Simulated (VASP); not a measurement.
# Y3AlN4: single point with PBE

Y3AlN4:

```
Y Al N
1.0
     5.03982    0.00000    0.00000
     0.00000    5.03982    0.00000
     0.00000    0.00000    5.03982
Y Al N
3 1 4
Direct
  0.50000 0.00000 0.00000
  0.00000 0.00000 0.50000
  0.00000 0.50000 0.00000
  0.50000 0.50000 0.50000
  0.75000 0.25000 0.75000
  0.75000 0.75000 0.25000
  0.25000 0.25000 0.25000
  0.25000 0.75000 0.75000
```

```json
{
  "Program": "VASP 6.6.1",
  "Task": "single point",
  "Functional": "PBE",
  "Potentials or basis": "VASP PAW PBE potentials, release 64 (Y_sv, Al, N)",
  "Cutoff": "520 eV",
  "k mesh": "4 × 4 × 4",
  "Occupations": "gaussian, width 0.1 eV",
  "Spin": "no spin polarisation"
}
```

```
Pressure               : 6.7 GPa
Band gap on the k mesh : 1.10 eV, direct
```

Levels at points of the mesh, in eV from the valence-band top:
| k point | band 24 | band 25 | band 26 | band 27 | band 28 | band 29 | band 30 | band 31 | band 32 | band 33 |
| --- | --- | --- | --- | --- | --- | --- | --- | --- | --- | --- |
| (0.00, 0.00, 0.00) | -1.34 | -1.34 | 0.00 | 0.00 | 0.00 | 1.10 | 2.69 | 2.69 | 2.69 | 4.49 |
| (0.50, 0.00, 0.00) | -1.20 | -0.90 | -0.90 | -0.34 | -0.34 | 2.64 | 2.64 | 3.21 | 3.27 | 4.71 |
| (0.50, 0.50, 0.00) | -1.12 | -1.11 | -1.02 | -0.96 | -0.96 | 3.79 | 3.79 | 4.29 | 4.56 | 4.95 |
| (0.50, 0.50, 0.50) | -1.06 | -1.06 | -0.92 | -0.92 | -0.92 | 3.53 | 4.90 | 4.93 | 4.93 | 4.93 |

Wall time 96 s on 1 thread of Intel(R) Xeon(R) Platinum 8259CL CPU @ 2.50GHz (Skylake/Cascade Lake), on a shared host, peak memory 0.26 GiB.
